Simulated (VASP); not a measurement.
# CoTeH in VASP: further runs, part 2 of 2

VASP 6.6.1. The steps go on from the part before.

## 4. Single point, PBE, collinear spin, ferromagnetic start

This run uses another cell than the first one, of 16.25 Å³/atom, 1.153 times its volume.

File INCAR:

```
SYSTEM = CoTeH
PREC = Accurate
ENCUT = 520
EDIFF = 1E-6
ISMEAR = 0
SIGMA = 0.1
LREAL = .FALSE.
LASPH = .TRUE.
NELM = 150
ALGO = Normal
ISIF = 2
LWAVE = .FALSE.
LCHARG = .FALSE.
ISPIN = 2
MAGMOM = 3 0 0
LORBIT = 11
LMAXMIX = 4
GGA = PE
NBANDS = 19
```

File KPOINTS:

```
Automatic mesh
0
G
  6 6 6
  0 0 0
```

File POSCAR:

```
CoTeH
1.0
    3.5933298900      0.0000000000      0.0000000000
    0.0000000000      3.6278645500      0.0000000000
    0.0000000000      0.0000000000      3.7396697500
Co Te H
1 1 1
Direct
    0.5000000000      0.5000000000      0.0000000000
    0.0000000000      0.0000000000      0.0000000000
    0.5000000000      0.5000000000      0.5000000000
```

Command:

```console
> cat potpaw_PBE.64/Co/POTCAR potpaw_PBE.64/Te/POTCAR potpaw_PBE.64/H/POTCAR > POTCAR
> mpirun -np 1 vasp_std > vasp.out
```

Run time: 2.4 min. Hardware: 1 thread of Intel Xeon 6975P-C, shared host; peak memory 0.25 GiB.

Results (log left out):

* Free energy: -12.5353 eV
* Pressure: -6.5 GPa
* Band gap on the k mesh: zero (filled and empty bands overlap)
* Net moment: 0.00 μB per cell
* Valence electrons inside the program's atomic spheres: Co 8.17; Te 3.35; H 0.47

Stress tensor (GPa, compression positive):
```
 -1.69   0.00   0.00
  0.00  -2.26   0.00
  0.00   0.00 -15.56
```

Levels at points of the mesh, in eV from the Fermi level:
Spin up:
```csv
k point,band 5,band 6,band 7,band 8,band 9,band 10,band 11,band 12
"(0.00, 0.00, 0.00)",-1.04,-0.88,-0.85,-0.78,-0.76,1.25,5.29,6.75
"(0.50, 0.00, 0.00)",-1.79,-0.81,-0.77,1.55,3.11,3.64,5.17,6.03
"(0.00, 0.50, 0.00)",-1.81,-0.86,-0.75,1.53,3.13,3.68,5.29,5.99
"(0.50, 0.50, 0.00)",-1.01,-1.01,-0.72,-0.56,-0.29,0.99,7.71,8.42
"(0.00, 0.00, 0.50)",-0.99,-0.96,-0.69,-0.50,-0.34,0.44,4.51,7.80
"(0.50, 0.00, 0.50)",-3.03,-0.93,-0.84,-0.44,0.01,3.49,6.46,7.39
"(0.00, 0.50, 0.50)",-2.96,-0.91,-0.89,-0.45,0.01,3.51,6.58,7.57
"(0.50, 0.50, 0.50)",-2.24,-1.48,-1.47,-0.86,-0.70,-0.13,1.36,4.98
```
Spin down:
```
           k point  band 4  band 5  band 6  band 7  band 8  band 9  band 10  band 11  band 12  band 13
(0.00, 0.00, 0.00)   -1.33   -1.04   -0.88   -0.85   -0.78   -0.76     1.25     5.29     6.75    10.40
(0.50, 0.00, 0.00)   -3.16   -1.79   -0.81   -0.76    1.55    3.11     3.64     5.17     6.03     6.19
(0.00, 0.50, 0.00)   -3.09   -1.81   -0.86   -0.75    1.53    3.13     3.68     5.29     5.99     6.14
(0.50, 0.50, 0.00)   -4.27   -1.01   -1.00   -0.72   -0.56   -0.29     0.99     7.71     8.43     8.58
(0.00, 0.00, 0.50)   -1.31   -0.98   -0.96   -0.69   -0.50   -0.34     0.44     4.51     7.80     8.96
(0.50, 0.00, 0.50)   -3.18   -3.03   -0.93   -0.84   -0.44    0.01     3.49     6.46     7.39     7.51
(0.00, 0.50, 0.50)   -3.21   -2.96   -0.91   -0.89   -0.45    0.01     3.51     6.58     7.57     7.62
(0.50, 0.50, 0.50)   -2.37   -2.24   -1.47   -1.47   -0.86   -0.70    -0.13     1.36     4.98     5.02
```

Caveat: the starting moments collapsed, and a magnetic state may lie lower; spin-orbit coupling is left out, which moves the levels of the heavy elements.

## 5. Relaxation of cell and atoms, PBE

This run uses another cell than the first one, of 14.14 Å³/atom, 1.003 times its volume.

File INCAR:

```
SYSTEM = CoTeH
ALGO = Normal ; EDIFF = 1E-6
EDIFFG = -0.01 ; ENCUT = 600
GGA = PE ; IBRION = 2
ISIF = 3 ; ISMEAR = 0
LASPH = .TRUE. ; LCHARG = .FALSE.
LREAL = .FALSE. ; LWAVE = .FALSE.
NELM = 100 ; NSW = 100
PREC = Accurate ; SIGMA = 0.1
```

File KPOINTS:

```
k-points
0
G
  12 12 14
  0 0 0
```

File POSCAR:

```
CoTeH
1.0
    3.6548727084      0.0000000000      0.0000000000
    0.0000000000      3.6548727084      0.0000000000
    0.0000000000      0.0000000000      3.1751117768
Co Te H
1 1 1
Direct
    0.5000000000      0.5000000000      0.0000000000
    0.0000000000      0.0000000000      0.0000000000
    0.5000000000      0.5000000000      0.5000000000
```

Command:

```console
> cat potpaw_PBE.64/Co/POTCAR potpaw_PBE.64/Te/POTCAR potpaw_PBE.64/H/POTCAR > POTCAR
> mpirun -np 1 vasp_std > vasp.out
```

Run time: 3.8 min. Hardware: 1 thread of Intel Xeon 6975P-C, shared host; peak memory 0.33 GiB.

It converged, with:

- Free energy: -13.0339 eV
- Relaxed volume: 14.08 Å³/atom
- Relaxed cell: a = 3.657 Å, b = 3.657 Å, c = 3.157 Å, α = 90.00°, β = 90.00°, γ = 90.00°
- Space group after relaxing (to 0.05 Å): P4/mmm (No. 123)
- Energy gained by relaxing: 0.3 meV/atom
- Ionic steps: 3
- Pressure after relaxing: 0.0 GPa
- Band gap on the k mesh: zero (band 8 reaches 10.40 eV, above the bottom of band 9 at 7.22 eV)

Stress tensor (GPa, compression positive):
```
 0.00  0.00  0.00
 0.00  0.00  0.00
 0.00  0.00 -0.08
```

The path:
```tsv
step	energy change (eV)	largest force (eV/Å)	pressure (GPa)	volume (Å³)
1	0.0000	0.0000	-0.29	42.41
2	-0.0010	0.0000	-0.02	42.26
3	-0.0010	0.0000	-0.03	42.23
```

Final structure:
```
CELL_PARAMETERS angstrom
3.65743 0.00000 0.00000
0.00000 3.65743 0.00000
0.00000 0.00000 3.15731
ATOMIC_POSITIONS crystal
Co 0.50000 0.50000 0.00000
Te 0.00000 0.00000 0.00000
H 0.50000 0.50000 0.50000
```

Levels at points of the mesh, in eV from the Fermi level:
```csv
k point,band 5,band 6,band 7,band 8,band 9,band 10,band 11,band 12
"(0.00, 0.00, 0.00)",-1.64,-1.22,-0.60,-0.60,1.09,1.68,6.17,7.22
"(0.50, 0.00, 0.00)",-1.07,-0.75,-0.59,2.56,3.32,4.31,4.68,5.38
"(0.50, 0.50, 0.00)",-0.74,-0.74,-0.61,-0.60,-0.32,3.25,9.89,11.05
"(0.00, 0.00, 0.50)",-1.20,-1.15,-0.82,-0.49,-0.13,-0.13,5.28,8.19
"(0.50, 0.00, 0.50)",-2.73,-1.13,-0.75,-0.41,-0.07,3.56,6.84,7.01
"(0.50, 0.50, 0.50)",-3.17,-1.81,-1.81,-0.83,-0.57,0.00,2.33,4.84
```

Caveat: spin-orbit coupling is left out, which moves the levels of the heavy elements.

## 6. Relaxation of cell and atoms, PBE, collinear spin, ferromagnetic start

This run uses another cell than the first one, of 16.25 Å³/atom, 1.153 times its volume.

File INCAR:

```
SYSTEM = CoTeH
  ALGO = Normal
  EDIFF = 1E-6
  EDIFFG = -0.04
  ENCUT = 600
  GGA = PE
  IBRION = 2
  ISIF = 3
  ISMEAR = 0
  ISPIN = 2
  LASPH = .TRUE.
  LCHARG = .FALSE.
  LMAXMIX = 4
  LORBIT = 11
  LREAL = .FALSE.
  LWAVE = .FALSE.
  MAGMOM = 3 0 0
  NELM = 150
  NSW = 90
  PREC = Accurate
  SIGMA = 0.1
```

File KPOINTS:

```
k-points
0
G
  6 6 6
  0 0 0
```

File POSCAR:

```
CoTeH
1.0
    3.5933298900      0.0000000000      0.0000000000
    0.0000000000      3.6278645500      0.0000000000
    0.0000000000      0.0000000000      3.7396697500
Co Te H
1 1 1
Direct
    0.5000000000      0.5000000000      0.0000000000
    0.0000000000      0.0000000000      0.0000000000
    0.5000000000      0.5000000000      0.5000000000
```

Potentials or basis: VASP PAW PBE potentials, release 64 (Co, Te, H).

Command:

```console
> cat potpaw_PBE.64/Co/POTCAR potpaw_PBE.64/Te/POTCAR potpaw_PBE.64/H/POTCAR > POTCAR
> mpirun -np 1 vasp_std > vasp.out
```

Run time: 12 min. Hardware: 1 thread of Intel Xeon 6975P-C, shared host; peak memory 0.28 GiB.

The run converged. Its results:

```yaml
Free_energy: -13.0424 eV
Relaxed_volume: 14.09 Å³/atom
Relaxed_cell: a = 3.643 Å, b = 3.654 Å, c = 3.175 Å, α = 90.00°, β = 90.00°, γ = 90.00°
Space_group_after_relaxing_to_0.05_Å: P4/mmm (No. 123)
Energy_gained_by_relaxing: 169.0 meV/atom
Ionic_steps: 8
Pressure_after_relaxing: 0.1 GPa
Band_gap_on_the_k_mesh: zero (filled and empty bands overlap)
Net_moment: 0.00 μB per cell
Valence_electrons_inside_the_program's_atomic_spheres: Co 8.34; Te 3.35; H 0.58
```

Stress tensor (GPa, compression positive):
```
 0.34  0.00  0.00
 0.00  0.22  0.00
 0.00  0.00 -0.28
```

The path:
```csv
step,energy change (eV),largest force (eV/Å),pressure (GPa),volume (Å³)
1,0.0000,0.0000,-6.50,48.75
2,-0.3216,0.0000,-1.82,44.18
3,-0.4396,0.0000,3.90,41.06
4,-0.4419,0.0000,5.39,40.47
5,-0.4681,0.0000,2.50,41.35
6,-0.4942,0.0000,3.23,41.01
7,-0.5055,0.0000,-0.85,42.71
8,-0.5071,0.0000,0.09,42.26
```

Final structure:
```
Co Te H
1.0
     3.64289    0.00000    0.00000
     0.00000    3.65411    0.00000
     0.00000    0.00000    3.17452
Co Te H
1 1 1
Direct
  0.50000 0.50000 0.00000
  0.00000 0.00000 0.00000
  0.50000 0.50000 0.50000
```

Levels at points of the mesh, in eV from the Fermi level:
Spin up:
| k point | band 5 | band 6 | band 7 | band 8 | band 9 | band 10 | band 11 | band 12 |
| --- | --- | --- | --- | --- | --- | --- | --- | --- |
| (0.00, 0.00, 0.00) | -1.61 | -1.24 | -0.60 | -0.60 | 1.12 | 1.52 | 6.19 | 7.10 |
| (0.50, 0.00, 0.00) | -1.10 | -0.75 | -0.59 | 2.60 | 3.21 | 4.33 | 4.68 | 5.40 |
| (0.00, 0.50, 0.00) | -1.11 | -0.76 | -0.59 | 2.60 | 3.20 | 4.37 | 4.71 | 5.45 |
| (0.50, 0.50, 0.00) | -0.75 | -0.75 | -0.62 | -0.59 | -0.32 | 3.11 | 9.80 | 10.94 |
| (0.00, 0.00, 0.50) | -1.18 | -1.16 | -0.75 | -0.48 | -0.19 | -0.14 | 5.27 | 8.16 |
| (0.50, 0.00, 0.50) | -2.78 | -1.12 | -0.75 | -0.39 | -0.07 | 3.57 | 6.85 | 6.96 |
| (0.00, 0.50, 0.50) | -2.76 | -1.11 | -0.76 | -0.39 | -0.07 | 3.58 | 6.89 | 7.00 |
| (0.50, 0.50, 0.50) | -3.13 | -1.81 | -1.81 | -0.83 | -0.58 | 0.01 | 2.28 | 4.82 |
Spin down:
```tsv
k point	band 6	band 7	band 8	band 9	band 10	band 11
(0.00, 0.00, 0.00)	-1.24	-0.60	-0.60	1.12	1.52	6.19
(0.50, 0.00, 0.00)	-0.75	-0.59	2.60	3.21	4.33	4.68
(0.00, 0.50, 0.00)	-0.76	-0.59	2.60	3.20	4.37	4.71
(0.50, 0.50, 0.00)	-0.75	-0.62	-0.59	-0.32	3.11	9.80
(0.00, 0.00, 0.50)	-1.16	-0.75	-0.48	-0.19	-0.14	5.27
(0.50, 0.00, 0.50)	-1.12	-0.75	-0.39	-0.07	3.57	6.85
(0.00, 0.50, 0.50)	-1.11	-0.76	-0.39	-0.07	3.58	6.89
(0.50, 0.50, 0.50)	-1.81	-1.81	-0.83	-0.58	0.01	2.28
```

Caveat: the starting moments collapsed, and a magnetic state may lie lower; spin-orbit coupling is left out, which moves the levels of the heavy elements.
